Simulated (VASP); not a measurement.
The system is Cu2IBr.

```
I Br Cu
1.0
     1.96853    1.13653    6.38762
    -1.96853    1.13653    6.38762
     0.00000   -2.27306    6.38762
I Br Cu
1 1 2
Direct
  0.00000 0.00000 0.00000
  0.50000 0.50000 0.50000
  0.24903 0.24903 0.24903
  0.75097 0.75097 0.75097
```

Base run:

- Program: VASP 6.6.1
- Functional: LDA
- Potentials or basis: VASP PAW LDA potentials, release 64 (I, Br, Cu)
- Cutoff: 520 eV
- k mesh: 8 × 8 × 8
- Occupations: fermi-dirac, width 0.05 eV
- Spin: no spin polarisation
- Hubbard terms: Cu d U = 4.0 eV

Its results: band gap on the k mesh 0.37 eV (least direct gap 0.49 eV); pressure -5.1 GPa; largest force 0.025 eV/Å.

Problem. The run is repeated on the same cell with these changes: hubbard terms from Cu d U = 4.0 eV to Cu d U = 6.0 eV. What comes out?

Solution. Band gap on the k mesh 0.68 eV (least direct gap 0.83 eV); pressure -5.0 GPa; largest force 0.038 eV/Å.

Caveats: the cell stands under tension; semilocal functionals underestimate gaps, and a narrow one can read as zero; spin-orbit coupling is left out, which moves the levels of the heavy elements.

A k mesh can miss the band edges.
